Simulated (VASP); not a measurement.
# Sc (P6_3/mmc) in VASP: further runs, part 2 of 2

VASP 6.6.1.

**4. Single point, LDA**

This run uses another cell than the first one, of 26.00 Å³/atom, 1.083 times its volume.

The input, INCAR:

```
PREC = Accurate
ENCUT = 520
EDIFF = 1E-6
ISMEAR = -1
SIGMA = 0.05
LREAL = False
LASPH = True
NELM = 60
ALGO = Normal
ISIF = 2
LWAVE = False
LCHARG = True
GGA = CA
LELF = True
LVHAR = True
NBANDS = 18
```

The input, KPOINTS:

```
regular mesh
0
Gamma
  9 9 5
```

The input, POSCAR:

```
Sc
1.0
    3.3525444672      0.0000000000      0.0000000000
   -1.6762722336      2.9033886759      0.0000000000
    0.0000000000      0.0000000000      5.3426934842
Sc
2
Direct
    0.6666666667      0.3333333333      0.7500000000
    0.3333333333      0.6666666667      0.2500000000
```

Potentials or basis: VASP PAW LDA potentials, release 64 (Sc_sv).

Launch:

```sh
$ cat potpaw_LDA.64/Sc_sv/POTCAR > POTCAR
$ mpirun -np 1 vasp_std > vasp.out
```

OUTCAR:

```text
PREC = Accurate
   ENCUT = 520
   EDIFF = 1E-6
   ISMEAR = -1
   LREAL = False
   LASPH = True
   NELM = 60
   ISIF = 2
   GGA = CA

 ion  position               nearest neighbor table
   1  0.667  0.333  0.750-   2 3.30   2 3.30   2 3.30   2 3.30   2 3.30   2 3.30
   2  0.333  0.667  0.250-   1 3.30   1 3.30   1 3.30   1 3.30   1 3.30   1 3.30

  LATTYP: Found a hexagonal cell.
 ALAT       =     3.3525444672
 C/A-ratio  =     1.5936234512

  Lattice vectors:

 A1 = (   3.3525444672,   0.0000000000,   0.0000000000)
 A2 = (  -1.6762722336,   2.9033886759,   0.0000000000)
 A3 = (   0.0000000000,   0.0000000000,   5.3426934842)

Analysis of symmetry for initial positions (statically):
=====================================================================
 Subroutine PRICEL returns:
 Original cell was already a primitive cell.

 Routine SETGRP: Setting up the symmetry group for a
 hexagonal supercell.

 Subroutine GETGRP returns: Found 24 space group operations
 (whereof 12 operations were pure point group operations)
 out of a pool of 24 trial point group operations.

The static configuration has the point symmetry D_3d.
 The point group associated with its full space group is D_6h.

Analysis of symmetry for dynamics (positions and initial velocities):
=====================================================================
 Subroutine PRICEL returns:
 Original cell was already a primitive cell.

 Routine SETGRP: Setting up the symmetry group for a
 hexagonal supercell.

 Subroutine GETGRP returns: Found 24 space group operations
 (whereof 12 operations were pure point group operations)
 out of a pool of 24 trial point group operations.

The dynamic configuration has the point symmetry D_3d.
[... 106 lines left out ...]
   ISIF   =      2    stress and relaxation
   ISYM   =      2    0-nonsym 1-usesym 2-fastsym
   POTIM  = 0.5000    time-step for ionic-motion
   TEBEG  =    0.0;   TEEND  =   0.0 temperature during run
   PSTRESS=    0.0 pullay stress
   NELECT =      22.0000    total number of electrons
   NUPDOWN=      -1.0000    fix difference up-down
   EMIN   =  10.00;   EMAX   =-10.00  energy-range for DOS
   EFERMI =   0.00;   METHOD = LEGACY
   ISMEAR =    -1;   SIGMA  =   0.05  broadening in eV -4-tet -1-fermi 0-gaus
   EFERMI_NEDOS =   21; number of points for ismear=-14 and -15
   IALGO  =     38    algorithm
   IMIX   =      4    mixing-type and parameters
     AMIX     =   0.40;   BMIX     =  1.00
     AMIX_MAG =   1.60;   BMIX_MAG =  1.00
  volume/ion in A,a.u.               =      26.00       175.47
  Fermi-wavevector in a.u.,A,eV,Ry     =   1.228954  2.322387 20.549269  1.510329
  Thomas-Fermi vector in A             =   2.363860
   LORBIT       =      0    0 simple, 1 ext, 2 COOP (PROOUT), +10 PAW based schemes
   GGA     = CA    functional components
   LHFCALC =     F    Hartree Fock is set to
   AEXX    =    0.0000 exact exchange contribution
   IVDW    =     0    specifies the selected vdW correction
   LEPSILON=     F    determine dielectric tensor
   LRPA    =     F    only Hartree local field effects (RPA)
 non-spin polarized calculation
  energy-cutoff  :      520.00
  volume of cell :       52.00
 maximum number of plane-waves:      1418
 NGX is ok and might be reduce to    28
   NGX = 13   NGY = 13   NGZ = 19

 number of electron      22.0000005 magnetization

 Free energy of the ion-electron system (eV)
  ---------------------------------------------------
  ext. energy  EPLUGINS =         0.00000000
  ---------------------------------------------------
  free energy    TOTEN  =       -13.29837017 eV

  energy without entropy =      -13.26059789  energy(sigma->0) =      -13.27948403

 E-fermi :   3.1579     XC(G=0):  -9.9257

 val. band max:        3.1564494948   @ k =   0.4444   0.1111   0.4000
 cond. band min:       3.1661533086   @ k =   0.1111   0.1111   0.2000
 fundamental gap:      0.0097038138
 Fermi energy:         3.1578836907

 k-point     1 :       0.0000    0.0000    0.0000
  band No.  band energies     occupation
      1     -45.7976      2.00000
      2     -45.7427      2.00000
      3     -24.9214      2.00000
      4     -24.6314      2.00000
      5     -24.6314      2.00000
      6     -24.5796      2.00000
[... 481 lines left out ...]
      5     -24.8094      2.00000
      6     -24.7252      2.00000
[... 10 lines left out ...]
     17       6.4931      0.00000
     18       6.4931      0.00000

 [... further k-points ...]
[... 5 lines left out ...]
  --------------------------------------------------------------------------------------
  -------------------------------------------------------------------------------------
  Total       -2.0509826     -2.0509826     -2.5447553      0.0000000      0.0000000     -0.0000000
  in kB      -63.1877023    -63.1877023    -78.4001030      0.0000000      0.0000000     -0.0000000
  external PRESSURE =     -68.2585026 kB  Pullay stress =       0.0000000 kB

 VOLUME and BASIS-vectors are now :
 -----------------------------------------------------------------------------
  energy-cutoff  :      520.00
  volume of cell :       52.00
      direct lattice vectors                 reciprocal lattice vectors
     3.352544467  0.000000000  0.000000000     0.298280906  0.172212561  0.000000000
    -1.676272234  2.903388676  0.000000000     0.000000000  0.344425122  0.000000000
     0.000000000  0.000000000  5.342693484     0.000000000  0.000000000  0.187171509

 POSITION                                       TOTAL-FORCE (eV/Angst)
 -----------------------------------------------------------------------------------
      1.67627      0.96780      4.00702         0.000000     -0.000000      0.000000
     -0.00000      1.93559      1.33567        -0.000000      0.000000      0.000000
 -----------------------------------------------------------------------------------
    total drift:                               -0.000000      0.000000     -0.000000

  FREE ENERGIE OF THE ION-ELECTRON SYSTEM (eV)
  ---------------------------------------------------
  free  energy   TOTEN  =       -13.2983701658 eV

  energy  without entropy=      -13.2605978886  energy(sigma->0) =      -13.27948403
```

stdout:

```text
POSCAR found type information on POSCAR Sc
 POSCAR found :  1 types and       2 ions
 scaLAPACK will be used
 LDA part: xc-table for (Slater(with rela. corr.)+CA(PZ))
 , standard interpolation
 POSCAR, INCAR and KPOINTS ok, starting setup
 FFT: planning ... GRIDC
 FFT: planning ... GRID_SOFT
 FFT: planning ... GRID
 WAVECAR not read
 entering main loop
```

It took 27 s on 1 thread of Intel Xeon Platinum 8259CL at 2.50GHz (Skylake/Cascade Lake), shared host; peak memory 0.16 GiB.

What came out:

* Free energy: -13.2984 eV
* Pressure: -6.8 GPa
* Band gap on the k mesh: zero (band 11 reaches 3.79 eV, above the bottom of band 12 at 2.74 eV)

Stress tensor (GPa, compression positive):
```
-6.32  0.00  0.00
 0.00 -6.32  0.00
 0.00  0.00 -7.84
```

Levels at points of the mesh, in eV from the Fermi level:
| k point | band 7 | band 8 | band 9 | band 10 | band 11 | band 12 | band 13 | band 14 | band 15 | band 16 |
| --- | --- | --- | --- | --- | --- | --- | --- | --- | --- | --- |
| (0.00, 0.00, 0.00) | -27.74 | -27.72 | -4.98 | -1.63 | 0.44 | 1.48 | 1.48 | 1.59 | 1.86 | 1.86 |

**5. Single point, PBE**

This run uses another cell than the first one, of 26.00 Å³/atom, 1.083 times its volume.

The input, INCAR:

```
PREC     = Accurate       # precision mode
ENCUT    = 520            # plane-wave cutoff, eV
EDIFF    = 1E-6           # SCF threshold, eV
ISMEAR   = -1             # smearing method
SIGMA    = 0.05           # smearing width, eV
LREAL    = False          # projectors in reciprocal space
LASPH    = True           # aspherical terms in the spheres
NELM     = 100            # most SCF steps
ALGO     = Normal         # electronic algorithm
ISIF     = 2              # what is computed and relaxed
LWAVE    = False          # write WAVECAR
LCHARG   = False          # write CHGCAR
GGA      = PE             # functional
NBANDS   = 18             # bands
```

KPOINTS is that of step 4.

POSCAR is that of step 4.

Potentials or basis: VASP PAW PBE potentials, release 64 (Sc_sv).

Launch:

```sh
$ cat potpaw_PBE.64/Sc_sv/POTCAR > POTCAR
$ mpirun -np 1 vasp_std > vasp.out
```

OUTCAR:

```text
PREC = Accurate
   ENCUT = 520
   EDIFF = 1E-6
   ISMEAR = -1
   LREAL = False
   LASPH = True
   NELM = 100
   ISIF = 2
   GGA = PE

 ion  position               nearest neighbor table
   1  0.667  0.333  0.750-   2 3.30   2 3.30   2 3.30   2 3.30   2 3.30   2 3.30
   2  0.333  0.667  0.250-   1 3.30   1 3.30   1 3.30   1 3.30   1 3.30   1 3.30

  LATTYP: Found a hexagonal cell.
 ALAT       =     3.3525444672
 C/A-ratio  =     1.5936234512

  Lattice vectors:

 A1 = (   3.3525444672,   0.0000000000,   0.0000000000)
 A2 = (  -1.6762722336,   2.9033886759,   0.0000000000)
 A3 = (   0.0000000000,   0.0000000000,   5.3426934842)

Analysis of symmetry for initial positions (statically):
=====================================================================
 Subroutine PRICEL returns:
 Original cell was already a primitive cell.

 Routine SETGRP: Setting up the symmetry group for a
 hexagonal supercell.

 Subroutine GETGRP returns: Found 24 space group operations
 (whereof 12 operations were pure point group operations)
 out of a pool of 24 trial point group operations.

The static configuration has the point symmetry D_3d.
 The point group associated with its full space group is D_6h.

Analysis of symmetry for dynamics (positions and initial velocities):
=====================================================================
 Subroutine PRICEL returns:
 Original cell was already a primitive cell.

 Routine SETGRP: Setting up the symmetry group for a
 hexagonal supercell.

 Subroutine GETGRP returns: Found 24 space group operations
 (whereof 12 operations were pure point group operations)
 out of a pool of 24 trial point group operations.

The dynamic configuration has the point symmetry D_3d.
 The point group associated with its full space group is D_6h.

 Subroutine INISYM returns: Found 24 space group operations
[... 111 lines left out ...]
   EFERMI =   0.00;   METHOD = LEGACY
   ISMEAR =    -1;   SIGMA  =   0.05  broadening in eV -4-tet -1-fermi 0-gaus
   EFERMI_NEDOS =   21; number of points for ismear=-14 and -15
   IALGO  =     38    algorithm
   IMIX   =      4    mixing-type and parameters
     AMIX     =   0.40;   BMIX     =  1.00
     AMIX_MAG =   1.60;   BMIX_MAG =  1.00
  volume/ion in A,a.u.               =      26.00       175.47
  Fermi-wavevector in a.u.,A,eV,Ry     =   1.228954  2.322387 20.549269  1.510329
  Thomas-Fermi vector in A             =   2.363860
   LORBIT       =      0    0 simple, 1 ext, 2 COOP (PROOUT), +10 PAW based schemes
   GGA     = PE    functional components
   LHFCALC =     F    Hartree Fock is set to
   AEXX    =    0.0000 exact exchange contribution
   IVDW    =     0    specifies the selected vdW correction
   LEPSILON=     F    determine dielectric tensor
   LRPA    =     F    only Hartree local field effects (RPA)
 non-spin polarized calculation
  energy-cutoff  :      520.00
  volume of cell :       52.00
 maximum number of plane-waves:      1418
 NGX is ok and might be reduce to    28
   NGX = 13   NGY = 13   NGZ = 19

 number of electron      22.0000005 magnetization

 Free energy of the ion-electron system (eV)
  ---------------------------------------------------
  ext. energy  EPLUGINS =         0.00000000
  ---------------------------------------------------
  free energy    TOTEN  =       -12.49060895 eV

  energy without entropy =      -12.45344375  energy(sigma->0) =      -12.47202635

 E-fermi :   3.3742     XC(G=0):  -9.6664

 val. band max:        3.3381797323   @ k =   0.3333   0.1111   0.2000
 cond. band min:       3.3757722033   @ k =   0.3333   0.1111   0.4000
 fundamental gap:      0.0375924710
 Fermi energy:         3.3742354392

 k-point     1 :       0.0000    0.0000    0.0000
  band No.  band energies     occupation
      1     -46.1889      2.00000
      2     -46.1375      2.00000
      3     -24.9634      2.00000
      4     -24.6842      2.00000
      5     -24.6842      2.00000
      6     -24.6345      2.00000
[... 481 lines left out ...]
      5     -24.8553      2.00000
      6     -24.7740      2.00000
[... 10 lines left out ...]
     17       6.7575      0.00000
     18       6.7575      0.00000

 [... further k-points ...]

------------------------ aborting loop because EDIFF is reached ----------------------------------------

  FORCE on cell =-STRESS in cart. coord.  units (eV):
  Direction    XX          YY          ZZ          XY          YZ          ZX
  --------------------------------------------------------------------------------------
  -------------------------------------------------------------------------------------
  Total       -0.6880607     -0.6880607     -1.1293175      0.0000000      0.0000000     -0.0000000
  in kB      -21.1981202    -21.1981202    -34.7925828      0.0000000      0.0000000     -0.0000000
  external PRESSURE =     -25.7296077 kB  Pullay stress =       0.0000000 kB

 VOLUME and BASIS-vectors are now :
 -----------------------------------------------------------------------------
  energy-cutoff  :      520.00
  volume of cell :       52.00
      direct lattice vectors                 reciprocal lattice vectors
     3.352544467  0.000000000  0.000000000     0.298280906  0.172212561  0.000000000
    -1.676272234  2.903388676  0.000000000     0.000000000  0.344425122  0.000000000
     0.000000000  0.000000000  5.342693484     0.000000000  0.000000000  0.187171509

 POSITION                                       TOTAL-FORCE (eV/Angst)
 -----------------------------------------------------------------------------------
      1.67627      0.96780      4.00702        -0.000000      0.000000      0.000000
     -0.00000      1.93559      1.33567         0.000000     -0.000000      0.000000
 -----------------------------------------------------------------------------------
    total drift:                               -0.000000      0.000000     -0.000000

  FREE ENERGIE OF THE ION-ELECTRON SYSTEM (eV)
  ---------------------------------------------------
  free  energy   TOTEN  =       -12.4906089472 eV

  energy  without entropy=      -12.4534437532  energy(sigma->0) =      -12.47202635
```

OSZICAR:

```text
N       E                     dE             d eps       ncg     rms          rms(c)
DAV:   1     0.356592634906E+03    0.35659E+03   -0.11052E+04  1296   0.128E+03
DAV:   2     0.682063036648E+01   -0.34977E+03   -0.34330E+03  1584   0.537E+02
DAV:   3    -0.135983019797E+02   -0.20419E+02   -0.19748E+02  2178   0.154E+02
DAV:   4    -0.139836389411E+02   -0.38534E+00   -0.38304E+00  1920   0.190E+01
DAV:   5    -0.139887201590E+02   -0.50812E-02   -0.50787E-02  2272   0.237E+00    0.729E+00
DAV:   6    -0.126641389028E+02    0.13246E+01   -0.30876E+00  1700   0.189E+01    0.216E+00
DAV:   7    -0.125027709937E+02    0.16137E+00   -0.76221E-01  1768   0.848E+00    0.922E-01
DAV:   8    -0.124930911946E+02    0.96798E-02   -0.42785E-02  1718   0.256E+00    0.294E-01
DAV:   9    -0.124905919801E+02    0.24992E-02   -0.14208E-02  1746   0.118E+00    0.250E-02
DAV:  10    -0.124906125239E+02   -0.20544E-04   -0.18682E-04  2094   0.185E-01    0.979E-03
DAV:  11    -0.124906060863E+02    0.64376E-05   -0.61421E-06  1816   0.258E-02    0.286E-03
DAV:  12    -0.124906090226E+02   -0.29363E-05   -0.63627E-07  1032   0.940E-03    0.112E-03
DAV:  13    -0.124906089472E+02    0.75328E-07   -0.11539E-07   904   0.584E-03
   1 F= -.12490609E+02 E0= -.12472026E+02  d E =-.371652E-01
```

It took 31 s on 1 thread of Intel Xeon Platinum 8259CL at 2.50GHz (Skylake/Cascade Lake), shared host; peak memory 0.18 GiB.

What came out:

```yaml
Free_energy: -12.4906 eV
Pressure: -2.6 GPa
Band_gap_on_the_k_mesh: zero (band 11 reaches 4.02 eV, above the bottom of band 12 at 2.98 eV)
```

Stress tensor (GPa, compression positive):
```
-2.12  0.00  0.00
 0.00 -2.12  0.00
 0.00  0.00 -3.48
```

Levels at points of the mesh, in eV from the Fermi level:
```csv
k point,band 7,band 8,band 9,band 10,band 11,band 12,band 13,band 14,band 15,band 16
"(0.00, 0.00, 0.00)",-28.01,-27.99,-5.03,-1.61,0.35,1.54,1.54,1.65,1.92,1.92
```

**6. The runs side by side**

```tsv
level	potentials or basis	cell	gap on the mesh (eV)	pressure (GPa)
PBE	VASP PAW PBE potentials, release 64 (Sc_sv)	a = 3.264, b = 3.264, c = 5.202 Å, angles 90.0, 90.0, 120.0°, 2 atoms	none	1.6
LDA	VASP PAW LDA potentials, release 64 (Sc_sv)	a = 3.331, b = 3.331, c = 5.308 Å, angles 90.0, 90.0, 120.0°, 2 atoms	none	-6.1
LDA	VASP PAW LDA potentials, release 64 (Sc_sv)	a = 3.353, b = 3.353, c = 5.343 Å, angles 90.0, 90.0, 120.0°, 2 atoms	none	-6.8
PBE	VASP PAW PBE potentials, release 64 (Sc_sv)	a = 3.353, b = 3.353, c = 5.343 Å, angles 90.0, 90.0, 120.0°, 2 atoms	none	-2.6
```

Alike in all rows: task single point; no spin polarisation; k mesh 9 × 9 × 5; cutoff (eV) 520; smearing fermi-dirac 0.05 eV.

Absolute energies hang on the potentials; compare differences alone.
